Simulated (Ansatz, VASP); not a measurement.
# Fe: VASP beside Ansatz

INCAR

```
SYSTEM = Fe
ALGO = Normal
EDIFF = 1E-7
ENCUT = 520
GGA = CA
ISIF = 2
ISMEAR = -1
ISPIN = 2
LASPH = .True.
LCHARG = .False.
LMAXMIX = 4
LORBIT = 11
LREAL = .False.
LWAVE = .False.
MAGMOM = 3
NBANDS = 14
NELM = 150
PREC = Accurate
SIGMA = 0.05
```

KPOINTS

```
k-points
0
Gamma
  16 16 16
  0 0 0
```

Contents of POSCAR:

```
Fe
1.0
    0.0000000000      1.9154967481      1.9385464314
    1.4781880421      0.0000000000      1.9385464314
    1.4781880421      1.9154967481      0.0000000000
Fe
1
Direct
    0.0000000000      0.0000000000      0.0000000000
```

Input for Ansatz:

```yaml
crystal:
  lattice:
    - [0.0, 1.9154967481, 1.9385464314]
    - [1.4781880421, 0.0, 1.9385464314]
    - [1.4781880421, 1.9154967481, 0.0]
  atoms:
    - { symbol: Fe, position: [0.0, 0.0, 0.0], spin: 3.0 }
magnetization:
  spin_polarized: true
kpoints:
  mp_grid: { grid: [16, 16, 16] }
  band_path:
    path:
      - [0.0, 0.0, 0.0]
      - [0.5, 0.0, 0.5]
      - [0.5, 0.246480624, 0.746480624]
      - [0.5, 0.753519376, 0.253519376]
      - [0.5, 0.5, 0.0]
      - [0.9257107586, 0.5, 0.4257107586]
      - [0.0742892414, 0.5, 0.5742892414]
      - [0.0, 0.5, 0.5]
      - [0.076087883, 0.576087883, 0.5]
    npoints: 5
scf:
  occupations: { method: fermi_dirac, width: 0.05 }
hamiltonian:
  xc: lda
  pseudopotentials: { kind: all_electron, lapw: { basis_error: 0.0005 } }
output:
  forces: true
  stress: true
  eigenvalues: true
```

Change from the starting cell: volume scaled by 0.96.

Alike in both runs: task single point; functional LDA; k mesh 16 × 16 × 16; occupations fermi-dirac, width 0.05 eV; collinear spin.

```csv
,VASP,Ansatz
version,VASP 6.6.1,Ansatz 0.2.0
potentials or method,"VASP PAW LDA potentials, release 64 (Fe), cutoff 520 eV","all-electron LAPW, scalar-relativistic"
```

Ansatz gave:

* pressure (GPa): -11.5
* traceless stress, the component that is largest in VASP (GPa): -6.45
* net moment per atom (μB): 2.08
* size of the moment on the site where the two differ most (μB): 2.10

Estimate VASP's values.

pressure (GPa): -12.5; traceless stress, the component that is largest in VASP (GPa): -6.48; net moment per atom (μB): 2.04; size of the moment on the site where the two differ most (μB): 2.01.

LDA's correlation is that of Perdew and Zunger in VASP and of Perdew and Wang (1992) in Ansatz. Site moments also hang on the region over which each program counts them. Ansatz ran all-electron here, and VASP with PAW potentials.
